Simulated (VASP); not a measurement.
Mn:

```
Mn
1.0
    -1.53000    1.53000    1.53000
     1.53000   -1.53000    1.53000
     1.53000    1.53000   -1.53000
Mn
1
Direct
  0.00000 0.00000 0.00000
```

This isn't the form of Mn at room conditions, which is a 58-atom cubic cell.

* Program: VASP 6.6.1
* Task: relaxation of cell and atoms
* Functional: PBEsol
* Potentials or basis: VASP PAW PBE potentials, release 64 (Mn_pv)
* Cutoff: 500 eV
* k mesh: 8 × 8 × 8
* Occupations: gaussian, width 0.1 eV
* Spin: collinear spin, ferromagnetic start
* Starting moments: [1.53] μB

At the start: pressure -41.1 GPa; volume 14.33 Å³/atom.

Task: Where does the relaxation end?

Result: Over 5 steps the energy falls by 688.6 meV/atom and the volume is 10.44 Å³/atom (-27.1 %); space group Im-3m (No. 229, to 0.1 Å) before and after; moment 0.66 μB per cell.

Step by step:
```csv
step,energy change (eV),largest force (eV/Å),pressure (GPa),volume (Å³)
1,0.0000,0.0000,-41.12,14.33
2,0.1939,0.0000,147.02,7.97
3,-0.6855,0.0000,-5.11,10.64
4,-0.6883,0.0000,-1.68,10.51
5,-0.6886,0.0000,0.23,10.44
```

Final structure:
```
Mn
1.0
    -1.37691    1.37691    1.37691
     1.37691   -1.37691    1.37691
     1.37691    1.37691   -1.37691
Mn
1
Direct
  0.00000 0.00000 0.00000
```

Caveat: the k points lie up to 0.40 Å⁻¹ apart in the final cell; the volume moved by over 15 % at a fixed basis, so the end points are rough; the PAW data sets were made with another functional, which shifts forces and pressure a little.
